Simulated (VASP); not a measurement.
InSe: electric field gradients with PBEsol

InSe:

```
In Se
1.0
     6.04394   -2.11665    0.00000
     6.04394    2.11665    0.00000
    -1.64740    0.00000    4.32366
In Se
2 2
Direct
  0.88400 0.88400 0.00500
  0.11600 0.11600 0.99500
  0.66000 0.66000 0.64200
  0.34000 0.34000 0.35800
```

This cell differs from its parent crystal: equal xx and yy strain of +3 %.

```json
{"Program": "VASP 6.6.1", "Task": "electric field gradients", "Functional": "PBEsol", "Potentials or basis": "VASP PAW PBE potentials, release 64 (In_d, Se)", "Cutoff": "520 eV", "k mesh": "7 × 7 × 6", "Occupations": "fermi-dirac, width 0.02 eV", "Spin": "no spin polarisation", "Dipole correction": "no", "Further INCAR settings": "ALGO = Normal; EDIFF = 1e-08; NBANDS = 27"}
```

```yaml
Pressure: -3.3 GPa
Largest_force: 0.600 eV/Å
Band_gap_on_the_k_mesh: 0.68 eV, indirect (least direct gap 1.10 eV)
```

Forces in eV/Å, atoms in the order of the input:
```
In  -0.274  0.000  0.416
In   0.274  0.000 -0.416
Se  -0.563  0.000  0.206
Se   0.563  0.000 -0.206
```

Stress tensor (GPa, compression positive):
```
-2.80  0.00  1.75
 0.00 -4.27  0.00
 1.75  0.00 -2.73
```

Levels at points of the mesh, in eV from the valence-band top:
| k point | band 17 | band 18 | band 19 | band 20 | band 21 | band 22 |
| --- | --- | --- | --- | --- | --- | --- |
| (0.00, 0.00, 0.00) | -2.18 | -1.49 | -1.09 | 2.46 | 3.53 | 4.25 |
| (0.00, 0.00, 0.50) | -1.46 | -1.06 | -0.37 | 0.93 | 2.22 | 3.23 |

Electric field gradients, principal values (V/Å²):
| atom | least | middle | greatest (by size) |
| --- | --- | --- | --- |
| 1 In | 83.185 | 86.822 | -170.006 |
| 2 In | 83.185 | 86.822 | -170.006 |
| 3 Se | -20.060 | -65.101 | 85.160 |
| 4 Se | -20.060 | -65.101 | 85.160 |

Run time: 5.2 min on 1 thread of AMD EPYC 7R13 Processor (Zen 3), with other jobs on the host, peak memory 0.39 GiB.

Caveat: the cell differs from its parent crystal (equal xx and yy strain of +3 %); without QUAD_EFG the Cq values of the log hold for a quadrupole moment of 1 mb, not for the nuclei; the PAW data sets were made with another functional, which shifts forces and pressure a little; spin-orbit coupling is left out, which moves the levels of the heavy elements. A k mesh can miss the band edges.
